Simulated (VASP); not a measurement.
# Ru (P-1) in VASP: single point with PBEsol

Aim: the single point of Ru with PBEsol.

Program: VASP 6.6.1. These are calculated values, not measurements. Logs are shortened: lines on timing, memory, paths and dates and some standing lists are left out, and cuts for length are marked.

**1. The cell of the first run**

The typed cell holds 2 atoms: a = 2.706 Å, b = 2.671 Å, c = 4.283 Å, α = 89.36°, β = 88.27°, γ = 118.70°.

**2. Single point, PBEsol (equal xy, yz and zx shear strains of +3 %)**

INCAR reads:

```
SYSTEM = Ru
PREC     = Accurate       ! precision mode
ENCUT    = 520            ! plane-wave cutoff, eV
EDIFF    = 1E-6           ! SCF threshold, eV
ISMEAR   = -1             ! smearing method
SIGMA    = 0.03           ! smearing width, eV
LREAL    = .FALSE.        ! projectors in reciprocal space
LASPH    = .TRUE.         ! aspherical terms in the spheres
NELM     = 60             ! most SCF steps
ALGO     = Normal         ! electronic algorithm
ISIF     = 2              ! what is computed and relaxed
LWAVE    = .FALSE.        ! write WAVECAR
LCHARG   = .TRUE.         ! write CHGCAR
GGA      = PS             ! functional
LELF     = .TRUE.         ! ELF
LVHAR    = .TRUE.       
NBANDS   = 21             ! bands
```

KPOINTS reads:

```
Automatic mesh
0
G
  14 14 8
  0 0 0
```

POSCAR reads:

```
Ru
1.0
    2.7057993342      0.0405869900      0.0405869900
   -1.3177503027      2.3229974660      0.0148558694
    0.0642285000      0.0642285000      4.2819000000
Ru
2
Direct
    0.3333333333      0.6666666667      0.2500000000
    0.6666666667      0.3333333333      0.7500000000
```

Potentials or basis: VASP PAW PBE potentials, release 64 (Ru_pv).

Launch:

```
> cat potpaw_PBE.64/Ru_pv/POTCAR > POTCAR
> mpirun -np 1 vasp_std > vasp.out
```

OUTCAR:

```text
SYSTEM = Ru
   PREC = Accurate
   ENCUT = 520
   EDIFF = 1E-6
   ISMEAR = -1
   LREAL = .FALSE.
   LASPH = .TRUE.
   NELM = 60
   ISIF = 2
   GGA = PS

 ion  position               nearest neighbor table
   1  0.333  0.667  0.250-   2 2.61   2 2.61   2 2.62   2 2.65   2 2.69   2 2.71
   2  0.667  0.333  0.750-   1 2.61   1 2.61   1 2.62   1 2.65   1 2.69   1 2.71

  LATTYP: Found a triclinic cell.
 ALAT       =     2.7415844881
 B/A-ratio  =     2.2809076348
 C/A-ratio  =     0.9871693112
 COS(alpha) =     0.0019555687
 COS(beta)  =     0.5194127995
 COS(gamma) =     0.6241410753

  Lattice vectors:

 A1 = (  -1.3880490315,  -2.3635844560,  -0.0554428594)
 A2 = (  -0.0060702288,  -4.6223534220,   4.2116012712)
 A3 = (  -2.7057993342,  -0.0405869900,  -0.0405869900)

Analysis of symmetry for initial positions (statically):
=====================================================================
 Subroutine PRICEL returns:
 Original cell was already a primitive cell.

 Routine SETGRP: Setting up the symmetry group for a
 triclinic supercell.

 Subroutine GETGRP returns: Found  2 space group operations
 (whereof  2 operations were pure point group operations)
 out of a pool of  2 trial point group operations.

The static configuration has the point symmetry S_2 .

Analysis of symmetry for dynamics (positions and initial velocities):
=====================================================================
 Subroutine PRICEL returns:
 Original cell was already a primitive cell.

 Routine SETGRP: Setting up the symmetry group for a
 triclinic supercell.

 Subroutine GETGRP returns: Found  2 space group operations
 (whereof  2 operations were pure point group operations)
 out of a pool of  2 trial point group operations.

The dynamic configuration has the point symmetry S_2 .

 Subroutine INISYM returns: Found  2 space group operations
 (whereof  2 operations are pure point group operations),
 and found     1 'primitive' translations

----------------------------------------------------------------------------------------

                                     Primitive cell

  volume of cell :      27.1311

  direct lattice vectors                    reciprocal lattice vectors
     2.705799334  0.040586990  0.040586990     0.366585755  0.208005621 -0.008618871
    -1.317750303  2.322997466  0.014855869    -0.006309451  0.426939532 -0.006309451
     0.064228500  0.064228500  4.281900000    -0.003452878 -0.003452878  0.233644771

  length of vectors
     2.706408071  2.670768388  4.282863319     0.421575307  0.427032765  0.233695794

  position of ions in fractional coordinates (direct lattice)
     0.333333333  0.666666667  0.250000000
     0.666666667  0.333333333  0.750000000

  ion indices of the primitive-cell ions
   primitive index   ion index
                 1           1
                 2           2

----------------------------------------------------------------------------------------

 KPOINTS: Automatic mesh

Automatic generation of k-mesh.
 Grid dimensions read from file:
 generate k-points for:   14   14    8

 Generating k-lattice:

  Cartesian coordinates                     Fractional coordinates (reciprocal lattice)
     0.026184697  0.014857544 -0.000615634     0.071428571  0.000000000 -0.000000000
    -0.000450675  0.030495681 -0.000450675    -0.000000000  0.071428571 -0.000000000
    -0.000431610 -0.000431610  0.029205596     0.000000000  0.000000000  0.125000000

  Length of vectors
     0.030112522  0.030502340  0.029211974

  Shift w.r.t. Gamma in fractional coordinates (k-lattice)
     0.000000000  0.000000000  0.000000000

 Subroutine IBZKPT returns following result:
 ===========================================

 Found    788 irreducible k-points:

 Following reciprocal coordinates:
            Coordinates               Weight
  0.000000  0.000000  0.000000      1.000000
  0.071429  0.000000  0.000000      2.000000
  0.142857  0.000000  0.000000      2.000000
  0.214286 -0.000000 -0.000000      2.000000
  0.285714  0.000000  0.000000      2.000000
  0.357143 -0.000000 -0.000000      2.000000
[... 16 lines left out ...]
 -0.000000  0.142857  0.000000      2.000000
  0.071429  0.142857  0.000000      2.000000
 [... further k-points ...]
   k-points           NKPTS =    788   k-points in BZ     NKDIM =    788   number of bands    NBANDS=     21
   number of dos      NEDOS =    301   number of ions     NIONS =      2
   total plane-waves  NPLWV =  12800
   dimension x,y,z NGX =    20 NGY =   20 NGZ =   32
   dimension x,y,z NGXF=    40 NGYF=   40 NGZF=   64
   ions per type =               2
   NGX,Y,Z   is equivalent  to a cutoff of  12.29, 12.45, 12.42 a.u.
   NGXF,Y,Z  is equivalent  to a cutoff of  24.57, 24.90, 24.84 a.u.
 SYSTEM =  Ru
   PREC   = accura    normal or accurate (medium, high low for compatibility)
   ISTART =      0    job   : 0-new  1-cont  2-samecut
   ICHARG =      2    charge: 1-file 2-atom 10-const
   ISPIN  =      1    spin polarized calculation?
   LNONCOLLINEAR =      F non collinear calculations
   LSORBIT =      F    spin-orbit coupling
   LASPH  =      T    aspherical Exc in radial PAW
   ENCUT  =  520.0 eV  38.22 Ry    6.18 a.u.   5.03  4.97  7.96*2*pi/ulx,y,z
   NELM   =     60;   NELMIN=  2; NELMDL= -5     # of ELM steps
   EDIFF  = 0.1E-05   stopping-criterion for ELM
   LREAL  =      F    real-space projection
   EDIFFG = 0.1E-04   stopping-criterion for IOM
   NSW    =      0    number of steps for IOM
   IBRION =     -1    ionic relax: 0-MD 1-quasi-New 2-CG
   NFREE  =      0    steps in history (QN), initial steepest desc. (CG)
   ISIF   =      2    stress and relaxation
   ISYM   =      2    0-nonsym 1-usesym 2-fastsym
   POTIM  = 0.5000    time-step for ionic-motion
   TEBEG  =    0.0;   TEEND  =   0.0 temperature during run
   PSTRESS=    0.0 pullay stress
   NELECT =      28.0000    total number of electrons
   NUPDOWN=      -1.0000    fix difference up-down
   EMIN   =  10.00;   EMAX   =-10.00  energy-range for DOS
   EFERMI =   0.00;   METHOD = LEGACY
   ISMEAR =    -1;   SIGMA  =   0.03  broadening in eV -4-tet -1-fermi 0-gaus
   EFERMI_NEDOS =   21; number of points for ismear=-14 and -15
   IALGO  =     38    algorithm
   IMIX   =      4    mixing-type and parameters
     AMIX     =   0.40;   BMIX     =  1.00
     AMIX_MAG =   1.60;   BMIX_MAG =  1.00
  volume/ion in A,a.u.               =      13.57        91.54
  Fermi-wavevector in a.u.,A,eV,Ry     =   1.654391  3.126346 37.239278  2.737010
  Thomas-Fermi vector in A             =   2.742666
   LORBIT       =      0    0 simple, 1 ext, 2 COOP (PROOUT), +10 PAW based schemes
   GGA     = PS    functional components
   LHFCALC =     F    Hartree Fock is set to
   AEXX    =    0.0000 exact exchange contribution
   IVDW    =     0    specifies the selected vdW correction
   LEPSILON=     F    determine dielectric tensor
   LRPA    =     F    only Hartree local field effects (RPA)
 non-spin polarized calculation
  energy-cutoff  :      520.00
  volume of cell :       27.13
 maximum number of plane-waves:       749
   NGX = 11   NGY =  9   NGZ = 15

 number of electron      28.0000002 magnetization

 Free energy of the ion-electron system (eV)
  ---------------------------------------------------
  ext. energy  EPLUGINS =         0.00000000
  ---------------------------------------------------
  free energy    TOTEN  =       -20.28635757 eV

  energy without entropy =      -20.28000572  energy(sigma->0) =      -20.28318165

 E-fermi :  12.7051     XC(G=0): -14.2850

 val. band max:       12.7051229797   @ k =   0.2143  -0.0714   0.3750
 cond. band min:      12.7058108633   @ k =   0.4286  -0.2857   0.1250
 fundamental gap:      0.0006878836
 Fermi energy:        12.7051362547

 k-point     1 :       0.0000    0.0000    0.0000
  band No.  band energies     occupation
      1     -30.9012      2.00000
      2     -29.9620      2.00000
      3     -29.9320      2.00000
      4     -29.8072      2.00000
      5     -29.7599      2.00000
      6     -29.7226      2.00000
[... 13 lines left out ...]
     20      22.9918      0.00000
     21      23.1167      0.00000

 k-point     2 :       0.0714    0.0000    0.0000
  band No.  band energies     occupation
      1     -30.8842      2.00000
      2     -29.9965      2.00000
      3     -29.9444      2.00000
      4     -29.8392      2.00000
      5     -29.7661      2.00000
      6     -29.7340      2.00000
[... 13 lines left out ...]
     20      22.9918      0.00000
     21      23.1001      0.00000

 k-point     3 :       0.1429    0.0000    0.0000
  band No.  band energies     occupation
      1     -30.8349      2.00000
      2     -30.0955      2.00000
      3     -29.9759      2.00000
      4     -29.9363      2.00000
      5     -29.7821      2.00000
      6     -29.7608      2.00000
[... 13 lines left out ...]
     20      22.9917      0.00000
     21      23.0611      0.00000

 k-point     4 :       0.2143   -0.0000   -0.0000
  band No.  band energies     occupation
      1     -30.7585      2.00000
      2     -30.2394      2.00000
      3     -30.0784      2.00000
      4     -30.0190      2.00000
      5     -29.8132      2.00000
      6     -29.7928      2.00000
[... 13 lines left out ...]
     20      22.9915      0.00000
     21      23.0298      0.00000

 k-point     5 :       0.2857    0.0000    0.0000
  band No.  band energies     occupation
      1     -30.6638      2.00000
      2     -30.3988      2.00000
      3     -30.2323      2.00000
      4     -30.0650      2.00000
      5     -29.8670      2.00000
      6     -29.8191      2.00000
[... 13 lines left out ...]
     20      22.9911      0.00000
     21      23.0123      0.00000
[... 382 lines left out ...]
     20      22.9917      0.00000
     21      23.0744      0.00000

 k-point    22 :      -0.0714    0.0714    0.0000
  band No.  band energies     occupation
      1     -30.8830      2.00000
      2     -29.9798      2.00000
      3     -29.9673      2.00000
      4     -29.8179      2.00000
      5     -29.7968      2.00000
      6     -29.7298      2.00000
[... 13 lines left out ...]
     20      22.9918      0.00000
     21      23.1024      0.00000

 k-point    23 :      -0.0000    0.1429    0.0000
  band No.  band energies     occupation
      1     -30.8325      2.00000
      2     -30.0893      2.00000
      3     -29.9948      2.00000
      4     -29.9268      2.00000
      5     -29.8093      2.00000
      6     -29.7538      2.00000
[... 13 lines left out ...]
     20      22.9917      0.00000
     21      23.0637      0.00000

 k-point    24 :       0.0714    0.1429    0.0000
  band No.  band energies     occupation
      1     -30.7864      2.00000
      2     -30.1587      2.00000
      3     -30.0702      2.00000
      4     -29.9717      2.00000
      5     -29.8274      2.00000
      6     -29.7828      2.00000
[... 13 lines left out ...]
     20      22.9916      0.00000
     21      23.0422      0.00000

 [... further k-points ...]

------------------------ aborting loop because EDIFF is reached ----------------------------------------

  FORCE on cell =-STRESS in cart. coord.  units (eV):
  Direction    XX          YY          ZZ          XY          YZ          ZX
  --------------------------------------------------------------------------------------
  -------------------------------------------------------------------------------------
  Total       -0.8275263     -0.8243548     -1.1329021     -0.9755751     -0.9517408     -0.9470715
  in kB      -48.8679768    -48.6806943    -66.9013633    -57.6107182    -56.2032255    -55.9274932
  external PRESSURE =     -54.8166781 kB  Pullay stress =       0.0000000 kB

 VOLUME and BASIS-vectors are now :
 -----------------------------------------------------------------------------
  energy-cutoff  :      520.00
  volume of cell :       27.13
      direct lattice vectors                 reciprocal lattice vectors
     2.705799334  0.040586990  0.040586990     0.366585755  0.208005621 -0.008618871
    -1.317750303  2.322997466  0.014855869    -0.006309451  0.426939532 -0.006309451
     0.064228500  0.064228500  4.281900000    -0.003452878 -0.003452878  0.233644771

 POSITION                                       TOTAL-FORCE (eV/Angst)
 -----------------------------------------------------------------------------------
      0.03949      1.57825      1.09391        -0.069089     -0.004861      0.036560
      1.41279      0.84956      3.24343         0.069089      0.004861     -0.036560
 -----------------------------------------------------------------------------------
    total drift:                                0.000000     -0.000000      0.000000

  FREE ENERGIE OF THE ION-ELECTRON SYSTEM (eV)
  ---------------------------------------------------
  free  energy   TOTEN  =       -20.2863575726 eV

  energy  without entropy=      -20.2800057230  energy(sigma->0) =      -20.28318165
```

It took 6.8 min on 1 thread of Intel Xeon 8259CL, shared host; peak memory 0.43 GiB.

What came out:

```
Free energy            : -20.2864 eV
Pressure               : -5.5 GPa
Largest force          : 0.078 eV/Å
Band gap on the k mesh : zero (bands 14 and 15 overlap by 3.24 eV)
```

Forces in eV/Å, atoms in the order of the input:
```
Ru  -0.069 -0.005  0.037
Ru   0.069  0.005 -0.037
```

Caveat: the cell differs from its parent crystal (equal xy, yz and zx shear strains of +3 %); the cell stands under tension; the PAW data sets were made with another functional, which shifts forces and pressure a little.
